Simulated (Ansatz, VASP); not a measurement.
**Two plane-wave programs on BeSe5**

```
CELL_PARAMETERS angstrom
3.21521 0.00000 0.00000
0.00000 3.21521 0.00000
0.00000 0.00000 11.57114
ATOMIC_POSITIONS crystal
Be 0.50000 0.50000 0.00000
Se 0.50000 0.50000 0.34358
Se 0.50000 0.50000 0.65642
Se 0.00000 0.00000 0.10848
Se 0.00000 0.00000 0.89152
Se 0.00000 0.00000 0.50000
```

Change from the starting cell: species swapped into the Hf5Pb type (P4/mmm, No. 123).

Alike in both runs: task relaxation of cell and atoms; functional PBE; k mesh 12 × 12 × 4; occupations gaussian, width 0.1 eV; no spin polarisation.

```csv
,VASP,Ansatz
version,VASP 6.6.1,Ansatz 0.2.0
potentials or method,"VASP PAW PBE potentials, release 64 (Be, Se), cutoff 600 eV","scalar-relativistic, plane waves, PAW"
valence electrons in the cell,32,82
```

```csv
,VASP,Ansatz,Ansatz less VASP
"gap on the k mesh at the Fermi level, each at its own relaxed structure (eV)",none,none,-
relaxed volume (Å³/atom),19.79,19.80,+0.004
relaxed cell length with the largest relative difference (Å),11.340,11.330,-0.0093
```

A gap of «none» marks a metal or a gap that the smearing closes. VASP's potentials hold 32 valence electrons a cell and Ansatz's 82, so a difference there can come from the potentials and not from the codes.

Noted on VASP's run: too few bands were computed for a metal, which touches its energy and stress.
